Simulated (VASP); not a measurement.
A run of VASP 6.6.1 is set up as follows.

Contents of INCAR:

```
ALGO = Normal ; EDIFF = 1E-7
ENCUT = 520 ; GGA = PS
ISIF = 2 ; ISMEAR = -1
LASPH = True ; LCHARG = True
LELF = True ; LREAL = False
LVHAR = True ; LWAVE = False
NBANDS = 13 ; NELM = 100
PREC = Accurate ; SIGMA = 0.1
```

Contents of KPOINTS:

```
k-points
0
Gamma
  12 12 12
```

POSCAR

```
Mo
1.0
    2.5746722695      0.0000000000      0.0000000000
    0.0000000000      2.5746722695      0.0000000000
    0.0000000000      0.0000000000      2.5746722695
Mo
1
Direct
    0.0000000000      0.0000000000      0.0000000000
```

Potentials or basis: VASP PAW PBE potentials, release 64 (Mo_sv).

Launch:

```bash
$ cat potpaw_PBE.64/Mo_sv/POTCAR > POTCAR
$ mpirun -np 1 vasp_std > vasp.out
```

(1) Estimate the band gap on the k mesh.

(2) Estimate the pressure.

Results:

(1) zero (band 7 reaches 12.38 eV, above the bottom of band 8 at 10.10 eV).

(2) 0.5 GPa.

Caveat: the PAW data sets were made with another functional, which shifts forces and pressure a little.
